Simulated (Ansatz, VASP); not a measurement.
One calculation of ZrO2, two programs

The input POSCAR:

```
ZrO2
1.0
    0.0000000000     -2.5447179899     -2.5447179899
    0.0000000000      2.5447179899     -2.5447179899
    5.0894359798      0.0000000000      0.0000000000
Zr O
2 4
Direct
    0.5000000000      0.5000000000      0.5000000000
    0.0000000000      0.0000000000      0.0000000000
    0.0000000000      0.5000000000      0.7500000000
    0.5000000000      0.0000000000      0.2500000000
    0.0000000000      0.5000000000      0.2500000000
    0.5000000000      0.0000000000      0.7500000000
```

INCAR.step1

```
  PREC = Accurate
  ENCUT = 660
  ISMEAR = 0
  SIGMA = 0.05
  LREAL = False
  LASPH = True
  NELM = 120
  NBANDS = 33
  GGA = PE
  ALGO = Normal
  EDIFF = 1E-5
  LWAVE = True
  LCHARG = False
  GGA_COMPAT = False
```

INCAR.step2

```
  PREC = Accurate
  ENCUT = 660
  EDIFF = 1E-6
  ISMEAR = 0
  SIGMA = 0.05
  LREAL = False
  LASPH = True
  NELM = 120
  ALGO = Normal
  ISIF = 2
  LWAVE = False
  LCHARG = False
  METAGGA = R2SCAN
  LMIXTAU = True
  NBANDS = 33
  ISTART = 1
  GGA_COMPAT = False
```

Contents of KPOINTS:

```
Automatic mesh
0
Gamma
  6 6 4
```

Input for Ansatz:

```yaml
crystal:
  lattice:
    - [0.0, -2.5447179899, -2.5447179899]
    - [0.0, 2.5447179899, -2.5447179899]
    - [5.0894359798, 0.0, 0.0]
  atoms:
    - { symbol: Zr, position: [0.5, 0.5, 0.5] }
    - { symbol: Zr, position: [0.0, 0.0, 0.0] }
    - { symbol: O, position: [0.0, 0.5, 0.75] }
    - { symbol: O, position: [0.5, 0.0, 0.25] }
    - { symbol: O, position: [0.0, 0.5, 0.25] }
    - { symbol: O, position: [0.5, 0.0, 0.75] }
basis:
  ecutwfc: 500
kpoints:
  mp_grid: { grid: [6, 6, 4] }
hamiltonian:
  xc: r2scan
scf:
  occupations: { method: gaussian, width: 0.05 }
output:
  forces: true
  stress: true
  eigenvalues: true
  write_density: true
  write_potential: true
  elf: true
  volumetric_format: npy
```

Alike in both runs: task single point; functional r2SCAN; k mesh 6 × 6 × 4; occupations gaussian, width 0.05 eV; no spin polarisation.

```csv
,VASP,Ansatz
version,VASP 6.6.1,Ansatz 0.2.0
potentials or method,"VASP PAW PBE potentials, release 64 (Zr_sv, O), cutoff 660 eV","scalar-relativistic, plane waves, PAW"
valence electrons in the cell,48,48
```

VASP gave:

| Quantity | Value |
| --- | --- |
| gap on the k mesh at the Fermi level (eV) | 3.87 |
| least direct gap on the mesh (eV) | 3.87 |
| pressure (GPa) | 0.1 |

Question: Which values does Ansatz return?

Answer: gap on the k mesh at the Fermi level (eV): 3.89; least direct gap on the mesh (eV): 3.89; pressure (GPa): 0.0.

VASP's potentials were made for PBE, not for r2SCAN.
